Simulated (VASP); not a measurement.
# Cs (Fm-3m) in VASP: notebook, part 2 of 2

VASP 6.6.1. The steps go on from the part before.

## (3) Single point, LDA (volume scaled by 0.75)

INCAR

```
SYSTEM = Cs
  ALGO = Normal
  EDIFF = 1E-7
  ENCUT = 520
  GGA = CA
  ISIF = 2
  ISMEAR = -1
  LASPH = .True.
  LCHARG = .False.
  LREAL = .False.
  LWAVE = .False.
  NBANDS = 10
  NELM = 100
  PREC = Accurate
  SIGMA = 0.1
```

KPOINTS

```
k-points
0
Gamma
  10 10 10
  0 0 0
```

POSCAR

```
Cs
1.0
    0.0000000000      3.3014456476      3.3014456476
    3.3014456476      0.0000000000      3.3014456476
    3.3014456476      3.3014456476      0.0000000000
Cs
1
Direct
    0.0000000000      0.0000000000      0.0000000000
```

Potentials or basis: VASP PAW LDA potentials, release 64 (Cs_sv).

The run is started by

```bash
$ cat potpaw_LDA.64/Cs_sv/POTCAR > POTCAR
$ mpirun -np 1 vasp_std > vasp.out
```

OUTCAR:

```text
SYSTEM = Cs
   EDIFF = 1E-7
   ENCUT = 520
   GGA = CA
   ISIF = 2
   ISMEAR = -1
   LASPH = .True.
   LREAL = .False.
   NELM = 100
   PREC = Accurate

 ion  position               nearest neighbor table
   1  0.000  0.000  0.000-

  LATTYP: Found a face centered cubic cell.
 ALAT       =     6.6028912952

  Lattice vectors:

 A1 = (   0.0000000000,   3.3014456476,   3.3014456476)
 A2 = (   3.3014456476,   0.0000000000,   3.3014456476)
 A3 = (   3.3014456476,   3.3014456476,   0.0000000000)

Analysis of symmetry for initial positions (statically):
=====================================================================
 Subroutine PRICEL returns:
 Original cell was already a primitive cell.

 Routine SETGRP: Setting up the symmetry group for a
 face centered cubic supercell.

 Subroutine GETGRP returns: Found 48 space group operations
[... 9 lines left out ...]

 Routine SETGRP: Setting up the symmetry group for a
 face centered cubic supercell.

 Subroutine GETGRP returns: Found 48 space group operations
[... 11 lines left out ...]
                                     Primitive cell

  volume of cell :      71.9685

  direct lattice vectors                    reciprocal lattice vectors
     0.000000000  3.301445648  3.301445648    -0.151448806  0.151448806  0.151448806
     3.301445648  0.000000000  3.301445648     0.151448806 -0.151448806  0.151448806
     3.301445648  3.301445648  0.000000000     0.151448806  0.151448806 -0.151448806

  length of vectors
     4.668949210  4.668949210  4.668949210     0.262317026  0.262317026  0.262317026

  position of ions in fractional coordinates (direct lattice)
     0.000000000  0.000000000  0.000000000

  ion indices of the primitive-cell ions
   primitive index   ion index
                 1           1

----------------------------------------------------------------------------------------

 KPOINTS: k-points

Automatic generation of k-mesh.
 Grid dimensions read from file:
 generate k-points for:   10   10   10

 Generating k-lattice:

  Cartesian coordinates                     Fractional coordinates (reciprocal lattice)
    -0.015144881  0.015144881  0.015144881     0.100000000  0.000000000  0.000000000
     0.015144881 -0.015144881  0.015144881     0.000000000  0.100000000  0.000000000
     0.015144881  0.015144881 -0.015144881     0.000000000  0.000000000  0.100000000

  Length of vectors
     0.026231703  0.026231703  0.026231703

  Shift w.r.t. Gamma in fractional coordinates (k-lattice)
     0.000000000  0.000000000  0.000000000

 Subroutine IBZKPT returns following result:
 ===========================================

 Found     47 irreducible k-points:

 Following reciprocal coordinates:
            Coordinates               Weight
  0.000000  0.000000  0.000000      1.000000
  0.100000  0.000000  0.000000      8.000000
  0.200000  0.000000  0.000000      8.000000
  0.300000  0.000000  0.000000      8.000000
  0.400000  0.000000  0.000000      8.000000
  0.500000  0.000000  0.000000      4.000000
[... 16 lines left out ...]
  0.300000  0.300000  0.000000      6.000000
  0.400000  0.300000  0.000000     24.000000
 [... further k-points ...]
   k-points           NKPTS =     47   k-points in BZ     NKDIM =     47   number of bands    NBANDS=     10
   number of dos      NEDOS =    301   number of ions     NIONS =      1
   total plane-waves  NPLWV =  46656
   dimension x,y,z NGX =    36 NGY =   36 NGZ =   36
   dimension x,y,z NGXF=    72 NGYF=   72 NGZF=   72
   ions per type =               1
   NGX,Y,Z   is equivalent  to a cutoff of  12.82, 12.82, 12.82 a.u.
   NGXF,Y,Z  is equivalent  to a cutoff of  25.64, 25.64, 25.64 a.u.
 SYSTEM =  Cs
   PREC   = accura    normal or accurate (medium, high low for compatibility)
   ISTART =      0    job   : 0-new  1-cont  2-samecut
   ICHARG =      2    charge: 1-file 2-atom 10-const
   ISPIN  =      1    spin polarized calculation?
   LNONCOLLINEAR =      F non collinear calculations
   LSORBIT =      F    spin-orbit coupling
   LASPH  =      T    aspherical Exc in radial PAW
   ENCUT  =  520.0 eV  38.22 Ry    6.18 a.u.   8.68  8.68  8.68*2*pi/ulx,y,z
   NELM   =    100;   NELMIN=  2; NELMDL= -5     # of ELM steps
   EDIFF  = 0.1E-06   stopping-criterion for ELM
   LREAL  =      F    real-space projection
   EDIFFG = 0.1E-05   stopping-criterion for IOM
   NSW    =      0    number of steps for IOM
   IBRION =     -1    ionic relax: 0-MD 1-quasi-New 2-CG
   NFREE  =      0    steps in history (QN), initial steepest desc. (CG)
   ISIF   =      2    stress and relaxation
   ISYM   =      2    0-nonsym 1-usesym 2-fastsym
   POTIM  = 0.5000    time-step for ionic-motion
   TEBEG  =    0.0;   TEEND  =   0.0 temperature during run
   PSTRESS=    0.0 pullay stress
   NELECT =       9.0000    total number of electrons
   NUPDOWN=      -1.0000    fix difference up-down
   EMIN   =  10.00;   EMAX   =-10.00  energy-range for DOS
   EFERMI =   0.00;   METHOD = LEGACY
   ISMEAR =    -1;   SIGMA  =   0.10  broadening in eV -4-tet -1-fermi 0-gaus
   EFERMI_NEDOS =   21; number of points for ismear=-14 and -15
   IALGO  =     38    algorithm
   IMIX   =      4    mixing-type and parameters
     AMIX     =   0.40;   BMIX     =  1.00
     AMIX_MAG =   1.60;   BMIX_MAG =  1.00
  volume/ion in A,a.u.               =      71.97       485.67
  Fermi-wavevector in a.u.,A,eV,Ry     =   0.818669  1.547060  9.118875  0.670218
  Thomas-Fermi vector in A             =   1.929337
   LORBIT       =      0    0 simple, 1 ext, 2 COOP (PROOUT), +10 PAW based schemes
   GGA     = CA    functional components
   LHFCALC =     F    Hartree Fock is set to
   AEXX    =    0.0000 exact exchange contribution
   IVDW    =     0    specifies the selected vdW correction
   LEPSILON=     F    determine dielectric tensor
   LRPA    =     F    only Hartree local field effects (RPA)
 non-spin polarized calculation
  energy-cutoff  :      520.00
  volume of cell :       71.97
 maximum number of plane-waves:      1964
   NGX = 17   NGY = 17   NGZ = 17

 number of electron       9.0000000 magnetization

 Free energy of the ion-electron system (eV)
  ---------------------------------------------------
  ext. energy  EPLUGINS =         0.00000000
  ---------------------------------------------------
  free energy    TOTEN  =        -0.94867201 eV

  energy without entropy =       -0.90187526  energy(sigma->0) =       -0.92527363

 E-fermi :   1.7355     XC(G=0):  -6.8928

 val. band max:        1.6470577873   @ k =   0.5000   0.4000   0.0000
 cond. band min:       1.7402410680   @ k =  -0.4000   0.5000   0.1000
 fundamental gap:      0.0931832807
 Fermi energy:         1.7355203109

 k-point     1 :       0.0000    0.0000    0.0000
  band No.  band energies     occupation
      1     -21.9119      2.00000
      2      -8.4614      2.00000
      3      -8.4614      2.00000
      4      -8.4614      2.00000
      5      -0.3700      2.00000
      6       4.3753      0.00000
      7       4.3753      0.00000
      8       4.3753      0.00000
      9       6.0535      0.00000
     10       6.0535      0.00000

 k-point     2 :       0.1000    0.0000    0.0000
  band No.  band energies     occupation
      1     -21.9070      2.00000
      2      -8.5265      2.00000
      3      -8.4689      2.00000
      4      -8.4689      2.00000
      5      -0.1913      2.00000
      6       4.1186      0.00000
      7       4.4553      0.00000
      8       4.4553      0.00000
      9       5.8977      0.00000
     10       5.8977      0.00000

 k-point     3 :       0.2000    0.0000    0.0000
  band No.  band energies     occupation
      1     -21.8942      2.00000
      2      -8.6893      2.00000
      3      -8.4884      2.00000
      4      -8.4884      2.00000
      5       0.2853      2.00000
      6       3.6597      0.00000
      7       4.5570      0.00000
      8       4.5570      0.00000
      9       5.7769      0.00000
     10       5.7769      0.00000
[... 248 lines left out ...]
 k-point    23 :       0.3000    0.3000    0.0000
  band No.  band energies     occupation
      1     -21.8671      2.00000
      2      -8.8557      2.00000
      3      -8.6034      2.00000
      4      -8.6034      2.00000
      5       1.2253      1.98790
      6       2.8242      0.00004
      7       3.8612      0.00000
      8       5.5615      0.00000
      9       5.5615      0.00000
     10       6.8170      0.00000

 k-point    24 :       0.4000    0.3000    0.0000
  band No.  band energies     occupation
      1     -21.8568      2.00000
      2      -8.9311      2.00000
      3      -8.6475      2.00000
      4      -8.6268      2.00000
      5       1.5494      1.73095
      6       2.6786      0.00016
      7       3.7192      0.00000
      8       5.6967      0.00000
      9       6.1309      0.00000
     10       7.2473      0.00000

 [... further k-points ...]
[... 5 lines left out ...]
  --------------------------------------------------------------------------------------
  -------------------------------------------------------------------------------------
  Total        0.4449190      0.4449190      0.4449190      0.0000000      0.0000000     -0.0000000
  in kB        9.9048778      9.9048778      9.9048778      0.0000000      0.0000000     -0.0000000
  external PRESSURE =       9.9048778 kB  Pullay stress =       0.0000000 kB

 VOLUME and BASIS-vectors are now :
 -----------------------------------------------------------------------------
  energy-cutoff  :      520.00
  volume of cell :       71.97
      direct lattice vectors                 reciprocal lattice vectors
     0.000000000  3.301445648  3.301445648    -0.151448806  0.151448806  0.151448806
     3.301445648  0.000000000  3.301445648     0.151448806 -0.151448806  0.151448806
     3.301445648  3.301445648  0.000000000     0.151448806  0.151448806 -0.151448806

 POSITION                                       TOTAL-FORCE (eV/Angst)
 -----------------------------------------------------------------------------------
      0.00000      0.00000      0.00000        -0.000000      0.000000     -0.000000
 -----------------------------------------------------------------------------------
    total drift:                               -0.000000      0.000000      0.000000

  FREE ENERGIE OF THE ION-ELECTRON SYSTEM (eV)
  ---------------------------------------------------
  free  energy   TOTEN  =        -0.9486720107 eV

  energy  without entropy=       -0.9018752553  energy(sigma->0) =       -0.92527363
```

OSZICAR:

```text
N       E                     dE             d eps       ncg     rms          rms(c)
DAV:   1     0.459751976944E+02    0.45975E+02   -0.32696E+03   940   0.671E+02
DAV:   2     0.271340913646E+01   -0.43262E+02   -0.42132E+02  1162   0.111E+02
DAV:   3    -0.919310574359E+00   -0.36327E+01   -0.36214E+01  1102   0.362E+01
DAV:   4    -0.955904701740E+00   -0.36594E-01   -0.36588E-01  1184   0.424E+00
DAV:   5    -0.956065319677E+00   -0.16062E-03   -0.16061E-03  1134   0.259E-01    0.268E-01
DAV:   6    -0.950584935871E+00    0.54804E-02   -0.70017E-03  1094   0.385E-01    0.136E-01
DAV:   7    -0.948700495671E+00    0.18844E-02   -0.64952E-03  1044   0.368E-01    0.530E-02
DAV:   8    -0.948671562235E+00    0.28933E-04   -0.60185E-05  1156   0.615E-02    0.491E-03
DAV:   9    -0.948671878748E+00   -0.31651E-06   -0.43421E-07  1166   0.383E-03    0.301E-03
DAV:  10    -0.948672005625E+00   -0.12688E-06   -0.41557E-07  1062   0.307E-03    0.456E-04
DAV:  11    -0.948672010685E+00   -0.50605E-08   -0.47015E-09   616   0.462E-04
   1 F= -.94867201E+00 E0= -.92527363E+00  d E =-.467968E-01
```

stdout:

```text
POSCAR found type information on POSCAR Cs
 POSCAR found :  1 types and       1 ions
 scaLAPACK will be used
 LDA part: xc-table for (Slater(with rela. corr.)+CA(PZ))
 , standard interpolation
 POSCAR, INCAR and KPOINTS ok, starting setup
 FFT: planning ... GRIDC
 FFT: planning ... GRID_SOFT
 FFT: planning ... GRID
 WAVECAR not read
 entering main loop
```

Wall time 27 s (1 thread of Intel Xeon Platinum 8259CL at 2.50GHz (Skylake/Cascade Lake), shared host); peak memory 0.18 GiB.

What came out:

| Property | Result |
| --- | --- |
| Free energy | -0.9487 eV |
| Pressure | 1.0 GPa |

Caveat: spin-orbit coupling is left out, which moves the levels of the heavy elements.
